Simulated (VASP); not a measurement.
# Cu (I4/mmm) in VASP: further runs

The runs below take Cu through single point, with LDA.

All numbers are computed with VASP 6.6.1; they aren't measurements. Logs are shortened: lines on timing, memory, paths and dates and some standing lists are left out, and cuts for length are marked.

### Step 1. The cell of the first run

The typed cell holds 1 atom: a = 2.484 Å, b = 2.484 Å, c = 2.484 Å, α = 109.41°, β = 109.41°, γ = 109.58°.

This isn't the form of Cu at room conditions, which is fcc.

### Step 2. Single point, LDA (11.80 Å³/atom)

Input file INCAR:

```
ALGO = Fast
EDIFF = 1E-6
ENCUT = 520
GGA = CA
ISIF = 2
ISMEAR = 0
LASPH = T
LCHARG = F
LREAL = F
LWAVE = F
NBANDS = 12
NELM = 100
PREC = Accurate
SIGMA = 0.15
```

Input file KPOINTS:

```
k-points
0
Gamma
  24 24 24
```

Input file POSCAR:

```
Cu
1.0
   -1.4353596352      1.4353596352      1.4323453800
    1.4353596352     -1.4353596352      1.4323453800
    1.4353596352      1.4353596352     -1.4323453800
Cu
1
Direct
    0.0000000000      0.0000000000      0.0000000000
```

Potentials or basis: VASP PAW LDA potentials, release 64 (Cu).

Launch:

```bash
> cat potpaw_LDA.64/Cu/POTCAR > POTCAR
> mpirun -np 1 vasp_std > vasp.out
```

OUTCAR:

```text
EDIFF = 1E-6
   ENCUT = 520
   GGA = CA
   ISIF = 2
   ISMEAR = 0
   LASPH = T
   LREAL = F
   NELM = 100
   PREC = Accurate

 ion  position               nearest neighbor table
   1  0.000  0.000  0.000-

  LATTYP: Found a body centered tetragonal cell.
 ALAT       =     2.8707192704
 C/A-ratio  =     0.9979000000

  Lattice vectors:

 A1 = (  -1.4353596352,   1.4353596352,   1.4323453800)
 A2 = (   1.4353596352,  -1.4353596352,   1.4323453800)
 A3 = (   1.4353596352,   1.4353596352,  -1.4323453800)

Analysis of symmetry for initial positions (statically):
=====================================================================
 Subroutine PRICEL returns:
 Original cell was already a primitive cell.

 Routine SETGRP: Setting up the symmetry group for a
 body centered tetragonal supercell.

 Subroutine GETGRP returns: Found 16 space group operations
 (whereof 16 operations were pure point group operations)
 out of a pool of 16 trial point group operations.

The static configuration has the point symmetry D_4h.

Analysis of symmetry for dynamics (positions and initial velocities):
=====================================================================
 Subroutine PRICEL returns:
 Original cell was already a primitive cell.

 Routine SETGRP: Setting up the symmetry group for a
 body centered tetragonal supercell.

 Subroutine GETGRP returns: Found 16 space group operations
 (whereof 16 operations were pure point group operations)
 out of a pool of 16 trial point group operations.

The dynamic configuration has the point symmetry D_4h.

 Subroutine INISYM returns: Found 16 space group operations
 (whereof 16 operations are pure point group operations),
 and found     1 'primitive' translations

----------------------------------------------------------------------------------------

                                     Primitive cell

  volume of cell :      11.8040

  direct lattice vectors                    reciprocal lattice vectors
    -1.435359635  1.435359635  1.432345380     0.000000000  0.348344755  0.349077818
     1.435359635 -1.435359635  1.432345380     0.348344755  0.000000000  0.349077818
     1.435359635  1.435359635 -1.432345380     0.348344755  0.348344755  0.000000000

  length of vectors
     2.484376753  2.484376753  2.484376753     0.493152503  0.493152503  0.492633876

  position of ions in fractional coordinates (direct lattice)
     0.000000000  0.000000000  0.000000000

  ion indices of the primitive-cell ions
   primitive index   ion index
                 1           1

[... 81 lines left out ...]
   PSTRESS=    0.0 pullay stress
   NELECT =      11.0000    total number of electrons
   NUPDOWN=      -1.0000    fix difference up-down
   EMIN   =  10.00;   EMAX   =-10.00  energy-range for DOS
   EFERMI =   0.00;   METHOD = LEGACY
   ISMEAR =     0;   SIGMA  =   0.15  broadening in eV -4-tet -1-fermi 0-gaus
   EFERMI_NEDOS =   21; number of points for ismear=-14 and -15
   IALGO  =     68    algorithm
   IMIX   =      4    mixing-type and parameters
     AMIX     =   0.40;   BMIX     =  1.00
     AMIX_MAG =   1.60;   BMIX_MAG =  1.00
  volume/ion in A,a.u.               =      11.80        79.66
  Fermi-wavevector in a.u.,A,eV,Ry     =   1.599052  3.021771 34.789664  2.556968
  Thomas-Fermi vector in A             =   2.696406
   LORBIT       =      0    0 simple, 1 ext, 2 COOP (PROOUT), +10 PAW based schemes
   GGA     = CA    functional components
   LHFCALC =     F    Hartree Fock is set to
   AEXX    =    0.0000 exact exchange contribution
   IVDW    =     0    specifies the selected vdW correction
   LEPSILON=     F    determine dielectric tensor
   LRPA    =     F    only Hartree local field effects (RPA)
 non-spin polarized calculation
 RMM-DIIS sequential band-by-band and
 Gauss-broadening in eV      SIGMA  =   0.15
  energy-cutoff  :      520.00
  volume of cell :       11.80
 maximum number of plane-waves:       333
   NGX =  9   NGY =  9   NGZ =  9

 number of electron      10.9999974 magnetization

 Free energy of the ion-electron system (eV)
  ---------------------------------------------------
  ext. energy  EPLUGINS =         0.00000000
  ---------------------------------------------------
  free energy    TOTEN  =        -4.63885393 eV

  energy without entropy =       -4.63409544  energy(sigma->0) =       -4.63647469

 E-fermi :   7.3367     XC(G=0): -13.1074

 val. band max:        7.3357608963   @ k =   0.5000   0.3333   0.0417
 cond. band min:       7.3388543438   @ k =  -0.2917   0.4583   0.0833
 fundamental gap:      0.0030934475
 Fermi energy:         7.3367479275

 k-point     1 :       0.0000    0.0000    0.0000
  band No.  band energies     occupation
      1      -2.0016      2.00000
      2       4.1840      2.00000
      3       4.1922      2.00000
      4       4.1922      2.00000
      5       5.2188      2.00000
      6       5.2274      2.00000
      7      32.4745      0.00000
      8      32.4745      0.00000
      9      32.5211      0.00000
     10      35.5469      0.00000
     11      35.5529      0.00000
     12      35.6174      0.00000
[... 331 lines left out ...]
 k-point    24 :       0.4583    0.0417    0.0000
  band No.  band energies     occupation
      1       2.3008      2.00000
      2       3.4833      2.00000
      3       5.1706      2.00000
      4       5.2735      2.00000
      5       5.7931      2.00000
      6       6.9378      1.99983
      7      11.8204      0.00000
      8      24.0575      0.00000
      9      24.7750      0.00000
     10      29.2213      0.00000
     11      32.0386      0.00000
     12      40.7097      0.00000

 [... further k-points ...]

------------------------ aborting loop because EDIFF is reached ----------------------------------------

  FORCE on cell =-STRESS in cart. coord.  units (eV):
  Direction    XX          YY          ZZ          XY          YZ          ZX
  --------------------------------------------------------------------------------------
  -------------------------------------------------------------------------------------
  Total       -0.8070229     -0.8070229     -0.8089751      0.0000000      0.0000000      0.0000000
  in kB     -109.5386161   -109.5386161   -109.8035951      0.0000000      0.0000000      0.0000000
  external PRESSURE =    -109.6269425 kB  Pullay stress =       0.0000000 kB

 VOLUME and BASIS-vectors are now :
 -----------------------------------------------------------------------------
  energy-cutoff  :      520.00
  volume of cell :       11.80
      direct lattice vectors                 reciprocal lattice vectors
    -1.435359635  1.435359635  1.432345380     0.000000000  0.348344755  0.349077818
     1.435359635 -1.435359635  1.432345380     0.348344755  0.000000000  0.349077818
     1.435359635  1.435359635 -1.432345380     0.348344755  0.348344755  0.000000000

 POSITION                                       TOTAL-FORCE (eV/Angst)
 -----------------------------------------------------------------------------------
      0.00000      0.00000      0.00000         0.000000     -0.000000     -0.000000
 -----------------------------------------------------------------------------------
    total drift:                                0.000000     -0.000000      0.000000

  FREE ENERGIE OF THE ION-ELECTRON SYSTEM (eV)
  ---------------------------------------------------
  free  energy   TOTEN  =        -4.6388539339 eV

  energy  without entropy=       -4.6340954412  energy(sigma->0) =       -4.63647469
```

OSZICAR:

```text
N       E                     dE             d eps       ncg     rms          rms(c)
DAV:   1     0.419243338040E+02    0.41924E+02   -0.53334E+03 28476   0.155E+03
DAV:   2    -0.424876641925E+01   -0.46173E+02   -0.42634E+02 26400   0.206E+02
DAV:   3    -0.560962122049E+01   -0.13609E+01   -0.13520E+01 29512   0.405E+01
DAV:   4    -0.561843407266E+01   -0.88129E-02   -0.88117E-02 28788   0.288E+00
DAV:   5    -0.561852359798E+01   -0.89525E-04   -0.89524E-04 29596   0.295E-01    0.785E+00
RMM:   6    -0.502770469261E+01    0.59082E+00   -0.33477E+00 31997   0.345E+01    0.461E+00
RMM:   7    -0.465514699377E+01    0.37256E+00   -0.51291E-01 31663   0.133E+01    0.104E+00
RMM:   8    -0.464066288844E+01    0.14484E-01   -0.18478E-02 32909   0.146E+00    0.306E-01
RMM:   9    -0.463880037678E+01    0.18625E-02   -0.37317E-03 33803   0.114E+00    0.273E-02
RMM:  10    -0.463884895255E+01   -0.48576E-04   -0.65024E-04 34430   0.356E-01    0.239E-02
RMM:  11    -0.463885684663E+01   -0.78941E-05   -0.11465E-04 35771   0.105E-01    0.161E-02
RMM:  12    -0.463885363274E+01    0.32139E-05   -0.12859E-05 33353   0.445E-02    0.308E-03
RMM:  13    -0.463885393386E+01   -0.30113E-06   -0.31184E-06 25939   0.167E-02
   1 F= -.46388539E+01 E0= -.46364747E+01  d E =-.475849E-02
```

stdout:

```text
POSCAR found type information on POSCAR Cu
 POSCAR found :  1 types and       1 ions
 scaLAPACK will be used
 LDA part: xc-table for (Slater(with rela. corr.)+CA(PZ))
 , standard interpolation
 POSCAR, INCAR and KPOINTS ok, starting setup
 FFT: planning ... GRIDC
 FFT: planning ... GRID_SOFT
 FFT: planning ... GRID
 WAVECAR not read
 entering main loop
WARNING in EDDRMM: call to ZHEGV failed, returncode =   6  3      7
WARNING in EDDRMM: call to ZHEGV failed, returncode =   6  3      9
WARNING in EDDRMM: call to ZHEGV failed, returncode =   6  3      9
WARNING in EDDRMM: call to ZHEGV failed, returncode =   6  3      9
WARNING in EDDRMM: call to ZHEGV failed, returncode =   6  3      8
WARNING in EDDRMM: call to ZHEGV failed, returncode =   6  3      9
```

Run time: 63 s. Hardware: 1 thread of AMD EPYC 9R45 (Zen 5), shared host; peak memory 0.21 GiB.

What came out:

```yaml
Free_energy: -4.6389 eV
Pressure: -11.0 GPa
Band_gap_on_the_k_mesh: zero (an odd number of electrons rules out a gap without spin polarisation)
```

Levels at points of the mesh, in eV from the Fermi level:
```
           k point  band 4  band 5  band 6  band 7  band 8  band 9
(0.00, 0.00, 0.00)   -3.14   -2.12   -2.11   25.14   25.14   25.18
(0.50, 0.00, 0.00)   -2.01   -1.39   -0.56    4.33   17.39   17.50
(0.50, 0.50, 0.00)   -2.01   -1.39   -0.57    4.31   17.45   17.56
(0.50, 0.50, 0.50)   -1.56   -1.56    8.12    8.12    8.20   13.70
```

Caveat: the cell stands under tension.

### Step 3. Single point, LDA (11.80 Å³/atom)

Input file INCAR:

```
PREC = Accurate
ENCUT = 520
EDIFF = 1E-7
ISMEAR = 0
SIGMA = 0.15
LREAL = F
LASPH = T
NELM = 80
ALGO = Fast
ISIF = 2
LWAVE = F
LCHARG = F
NBANDS = 12
```

Input file KPOINTS:

```
regular mesh
0
Gamma
  24 24 24
```

Input file POSCAR:

```
Cu
1.0
   -1.4644900132      1.4644900132      1.3759301290
    1.4644900132     -1.4644900132      1.3759301290
    1.4644900132      1.4644900132     -1.3759301290
Cu
1
Direct
    0.0000000000      0.0000000000      0.0000000000
```

Potentials or basis: VASP PAW LDA potentials, release 64 (Cu).

Launch:

```bash
> cat potpaw_LDA.64/Cu/POTCAR > POTCAR
> mpirun -np 1 vasp_std > vasp.out
```

Wall time 73 s (1 thread of AMD EPYC 9R45 (Zen 5), shared host); peak memory 0.21 GiB.

The run converged. Its results:

```
Free energy            : -4.6397 eV
Pressure               : -10.7 GPa
Band gap on the k mesh : zero (an odd number of electrons rules out a gap without spin polarisation)
```

Stress tensor (GPa, compression positive):
```
-10.62   0.00   0.00
  0.00 -10.62   0.00
  0.00   0.00 -10.97
```

Levels at points of the mesh, in eV from the Fermi level:
```tsv
k point	band 2	band 3	band 4	band 5	band 6	band 7	band 8	band 9	band 10	band 11
(0.00, 0.00, 0.00)	-3.31	-3.06	-3.06	-2.27	-2.00	24.42	24.42	26.15	28.07	28.07
(0.50, 0.00, 0.00)	-3.95	-2.16	-1.90	-1.39	-0.40	4.57	16.85	17.00	20.94	23.82
(0.50, 0.50, 0.00)	-3.65	-2.35	-2.08	-1.42	-0.86	3.88	18.66	18.67	22.45	25.25
(0.50, 0.50, 0.50)	-4.63	-1.58	-1.58	-1.52	7.38	7.38	9.76	13.11	13.68	16.46
```

Caveat: the cell stands under tension.
